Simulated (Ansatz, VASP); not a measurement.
## TiB2: VASP beside Ansatz

INCAR

```
SYSTEM = TiB2
PREC     = Accurate       ! precision mode
ENCUT    = 520            ! plane-wave cutoff, eV
EDIFF    = 1E-8           ! SCF threshold, eV
ISMEAR   = -1             ! smearing method
SIGMA    = 0.08           ! smearing width, eV
LREAL    = .False.        ! projectors in reciprocal space
LASPH    = .True.         ! aspherical terms in the spheres
NELM     = 60             ! most SCF steps
ALGO     = Normal         ! electronic algorithm
ISIF     = 2              ! what is computed and relaxed
LWAVE    = .False.        ! write WAVECAR
LCHARG   = .False.        ! write CHGCAR
GGA      = PE             ! functional
LEFG     = .True.       
NBANDS   = 16             ! bands
```

KPOINTS

```
Automatic mesh
0
Gamma
  15 15 13
  0 0 0
```

File POSCAR:

```
TiB2
1.0
    2.9882580721      0.0000000000      0.0000000000
   -1.4941290361      2.5879074035      0.0000000000
    0.0000000000      0.0000000000      3.1847676243
Ti B
1 2
Direct
    0.0000000000      0.0000000000      0.0000000000
    0.3333333333      0.6666666667      0.5000000000
    0.6666666667      0.3333333333      0.5000000000
```

Input for Ansatz:

```yaml
crystal:
  lattice:
    - [2.9882580721, 0.0, 0.0]
    - [-1.4941290361, 2.5879074035, 0.0]
    - [0.0, 0.0, 3.1847676243]
  atoms:
    - { symbol: Ti, position: [0.0, 0.0, 0.0] }
    - { symbol: B, position: [0.3333333333, 0.6666666667, 0.5] }
    - { symbol: B, position: [0.6666666667, 0.3333333333, 0.5] }
kpoints:
  mp_grid: { grid: [15, 15, 13] }
scf:
  occupations: { method: fermi_dirac, width: 0.08 }
hamiltonian:
  xc: pbe
  pseudopotentials: { kind: all_electron, datasets: crystal }
output:
  forces: true
  stress: true
  eigenvalues: true
  efg: { contact_densities: true }
```

Change from the starting cell: volume scaled by 0.96, crystal datasets.

Alike in both runs: task electric field gradients; functional PBE; k mesh 15 × 15 × 13; occupations fermi-dirac, width 0.08 eV; no spin polarisation.

|  | VASP | Ansatz |
| --- | --- | --- |
| version | VASP 6.6.1 | Ansatz 0.2.0 |
| potentials or method | VASP PAW PBE potentials, release 64 (Ti_sv, B), cutoff 520 eV | all-electron PAW with datasets made for the crystal, scalar-relativistic |

```csv
,VASP,Ansatz,Ansatz less VASP
pressure (GPa),11.7,11.6,-0.18
"traceless stress, the component that is largest in VASP (GPa)",-2.29,-2.27,+0.027
size of Vzz on the site where it differs most (V/Å²),18.4,21.4,+2.99
```

Ansatz ran all-electron here, and VASP with PAW potentials.
